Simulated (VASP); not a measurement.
Wanted: the native input for a VASP 6.6.1 run.

```
Task                   : single point
Functional             : PBE
Potentials or basis    : VASP PAW PBE potentials, release 64 (Ba_sv, Tl_d, N)
Cutoff                 : 600 eV
k mesh                 : 3 × 3 × 3
Occupations            : gaussian, width 0.15 eV
Spin                   : no spin polarisation
Dipole correction      : no
Further INCAR settings : ALGO = Normal; EDIFF = 1e-06; NBANDS = 21
```

The structure of BaTlN lies in POSCAR:

```
BaTlN
1.0
    4.6373357579      0.0000000000      0.0000000000
    0.0000000000      3.7036230090      3.7468973955
    0.0000000000     -3.7036230090      3.7468973955
Ba Tl N
1 1 1
Direct
    0.5000000000      0.9224972902      0.9224972902
    0.5000000000      0.4226634978      0.4226634978
    0.0000000000      0.9224594921      0.9224594921
```

The cell was generated, and may not be a known phase.

The input as run:

INCAR

```
SYSTEM = BaTlN
PREC     = Accurate       ! precision mode
ENCUT    = 600            ! plane-wave cutoff, eV
EDIFF    = 1E-6           ! SCF threshold, eV
ISMEAR   = 0              ! smearing method
SIGMA    = 0.15           ! smearing width, eV
LREAL    = .FALSE.        ! projectors in reciprocal space
LASPH    = .TRUE.         ! aspherical terms in the spheres
NELM     = 120            ! most SCF steps
ALGO     = Normal         ! electronic algorithm
ISIF     = 2              ! what is computed and relaxed
LWAVE    = .FALSE.        ! write WAVECAR
LCHARG   = .TRUE.         ! write CHGCAR
GGA      = PE             ! functional
LELF     = .TRUE.         ! ELF
LVHAR    = .TRUE.       
NBANDS   = 21             ! bands
GGA_COMPAT= .FALSE.
```

KPOINTS

```
Automatic mesh
0
G
  3 3 3
  0 0 0
```

Potentials or basis: VASP PAW PBE potentials, release 64 (Ba_sv, Tl_d, N).

The run is started by

```sh
$ cat potpaw_PBE.64/Ba_sv/POTCAR potpaw_PBE.64/Tl_d/POTCAR potpaw_PBE.64/N/POTCAR > POTCAR
$ mpirun -np 1 vasp_std > vasp.out
```

Results of the run:

```json
{
  "Pressure": "1.0 GPa",
  "Band gap on the k mesh": "zero (bands 14 and 15 overlap by 1.81 eV)"
}
```

Caveat: the k points lie up to 0.45 Å⁻¹ apart, too coarse for converged energies and pressures of a metal; spin-orbit coupling is left out, which moves the levels of the heavy elements.

Wall time 29 s on 1 thread of Intel(R) Xeon(R) Platinum 8375C CPU @ 2.90GHz (Ice Lake) (shared host), peak memory 0.26 GiB.
